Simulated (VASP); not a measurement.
## AgPAu3: relaxation of cell and atoms with PBE

AgPAu3:

```xyz
5
Lattice="4.7332 0.0000 0.0000 0.0000 4.7332 0.0000 0.0000 0.0000 4.7332" Properties=species:S:1:pos:R:3 pbc="T T T"
Ag    0.0000    0.0000    0.0000
P     2.3666    2.3666    2.3666
Au    0.0000    2.3666    2.3666
Au    2.3666    0.0000    2.3666
Au    2.3666    2.3666    0.0000
```

The cell was generated, and may not be a known phase.

| Item | Value |
| --- | --- |
| Program | VASP 6.6.1 |
| Task | relaxation of cell and atoms |
| Functional | PBE |
| Potentials or basis | VASP PAW PBE potentials, release 64 (Ag, P, Au) |
| Cutoff | 600 eV |
| k mesh | 8 × 8 × 8 |
| Occupations | gaussian, width 0.1 eV |
| Spin | no spin polarisation |
| Dipole correction | no |
| Further INCAR settings | ALGO = Normal; EDIFF = 1e-07; IBRION = 2; EDIFFG = -0.01; NSW = 100; ISIF = 3 |

```yaml
Relaxed_volume: 21.08 Å³/atom
Relaxed_cell: a = 4.724 Å, b = 4.724 Å, c = 4.724 Å, α = 90.00°, β = 90.00°, γ = 90.00°
Space_group_after_relaxing_to_0.1_Å: Pm-3m (No. 221)
Energy_gained_by_relaxing: 0.2 meV/atom
Ionic_steps: 3
Pressure_after_relaxing: 0.0 GPa
Band_gap_on_the_k_mesh: zero (an odd number of electrons rules out a gap without spin polarisation)
```

Step by step:
| step | energy change (eV) | largest force (eV/Å) | pressure (GPa) | volume (Å³) |
| --- | --- | --- | --- | --- |
| 1 | 0.0000 | 0.0000 | -0.47 | 106.04 |
| 2 | -0.0008 | 0.0000 | 0.23 | 105.08 |
| 3 | -0.0010 | 0.0000 | 0.00 | 105.39 |

Final structure:
```cif
data_structure
_symmetry_space_group_name_H-M 'P 1'
_symmetry_Int_Tables_number 1
_cell_length_a 4.7235
_cell_length_b 4.7235
_cell_length_c 4.7235
_cell_angle_alpha 90.000
_cell_angle_beta 90.000
_cell_angle_gamma 90.000
_cell_volume 105.39
loop_
_atom_site_label
_atom_site_type_symbol
_atom_site_fract_x
_atom_site_fract_y
_atom_site_fract_z
_atom_site_occupancy
Ag1 Ag 0.00000 0.00000 0.00000 1
P1 P 0.50000 0.50000 0.50000 1
Au1 Au 0.00000 0.50000 0.50000 1
Au2 Au 0.50000 0.00000 0.50000 1
Au3 Au 0.50000 0.50000 0.00000 1
```

Levels at points of the mesh, in eV from the Fermi level:
| k point | band 22 | band 23 | band 24 | band 25 | band 26 | band 27 |
| --- | --- | --- | --- | --- | --- | --- |
| (0.00, 0.00, 0.00) | -3.27 | -3.27 | -3.27 | 0.34 | 0.34 | 0.67 |
| (0.50, 0.00, 0.00) | -3.27 | -1.98 | -1.98 | -0.03 | 0.02 | 1.23 |
| (0.50, 0.50, 0.00) | -2.79 | -2.79 | -1.41 | -0.90 | -0.18 | 3.96 |
| (0.50, 0.50, 0.50) | -1.48 | -1.48 | -1.48 | -0.90 | -0.90 | -0.90 |

Run time: 5.2 min on 1 thread of Intel Xeon 8259CL, on a shared host, peak memory 0.34 GiB.

Caveat: spin-orbit coupling is left out, which moves the levels of the heavy elements.
